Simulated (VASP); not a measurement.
# Cs4H: relaxation of cell and atoms with PBE

Cs4H:

```
Cs H
1.0
     0.00000    4.80699    4.80699
     4.80699    0.00000    4.80699
     4.80699    4.80699    0.00000
Cs H
4 1
Direct
  0.37488 0.37488 0.37488
  0.37488 0.37488 0.87537
  0.37488 0.87537 0.37488
  0.87537 0.37488 0.37488
  0.00000 0.00000 0.00000
```

The cell was generated, and may not be a known phase.

```yaml
Program: VASP 6.6.1
Task: relaxation of cell and atoms
Functional: PBE
Potentials_or_basis: VASP PAW PBE potentials, release 64 (Cs_sv, H)
Cutoff: 600 eV
k_mesh: 4 × 4 × 4
Occupations: gaussian, width 0.1 eV
Spin: no spin polarisation
Dipole_correction: no
Further_INCAR_settings: ALGO = Normal; EDIFF = 1e-06; IBRION = 2; EDIFFG = -0.04; NSW = 90; ISIF = 3
```

- Relaxed volume: 129.42 Å³/atom
- Relaxed cell: a = 9.709 Å, b = 9.709 Å, c = 9.709 Å, α = 60.00°, β = 60.00°, γ = 60.00°
- Space group after relaxing (to 0.1 Å): F-43m (No. 216)
- Energy gained by relaxing: 575.2 meV/atom
- Ionic steps: 9
- Pressure after relaxing: 0.0 GPa
- Largest force after relaxing: 0.008 eV/Å
- Band gap on the k mesh: zero (an odd number of electrons rules out a gap without spin polarisation)

Forces in eV/Å, atoms in the order of the input:
```
Cs  -0.005 -0.005 -0.005
Cs   0.005  0.005 -0.005
Cs   0.005 -0.005  0.005
Cs  -0.005  0.005  0.005
H    0.000  0.000  0.000
```

The path:
```csv
step,energy change (eV),largest force (eV/Å),pressure (GPa),volume (Å³)
1,0.0000,0.0221,4.69,222.15
2,-0.9476,0.0060,2.50,266.64
3,-1.9579,0.0444,1.10,359.55
4,-2.8548,0.0671,0.12,605.42
5,-2.8717,0.0579,-0.03,672.83
6,-2.8732,0.0604,0.00,657.95
7,-2.8724,0.0617,0.02,646.03
8,-2.8739,0.0483,0.02,646.30
9,-2.8762,0.0083,0.02,647.12
```

Final structure:
```xyz
5
Lattice="0.0000 6.8652 6.8652 6.8652 0.0000 6.8652 6.8652 6.8652 0.0000" Properties=species:S:1:pos:R:3 pbc="T T T"
Cs    5.1376    5.1376    5.1376
Cs    8.5928    8.5928    5.1376
Cs    8.5928    5.1376    8.5928
Cs    5.1376    8.5928    8.5928
H     0.0000    0.0000    0.0000
```

Levels at points of the mesh, in eV from the Fermi level:
| k point | band 16 | band 17 | band 18 | band 19 | band 20 | band 21 |
| --- | --- | --- | --- | --- | --- | --- |
| (0.00, 0.00, 0.00) | -10.90 | -1.46 | -0.52 | 0.53 | 0.53 | 0.53 |
| (0.50, 0.00, 0.00) | -10.90 | -0.96 | -0.74 | 0.11 | 0.65 | 0.65 |
| (0.50, 0.50, 0.00) | -10.92 | -0.78 | -0.45 | -0.38 | 0.62 | 0.62 |

Wall time 9.4 min on 1 thread of Oxide Virtual Turin-like Processor, with other jobs on the host, peak memory 0.39 GiB.

Caveat: the volume moved by over 15 % at a fixed basis, so the end points are rough; spin-orbit coupling is left out, which moves the levels of the heavy elements.
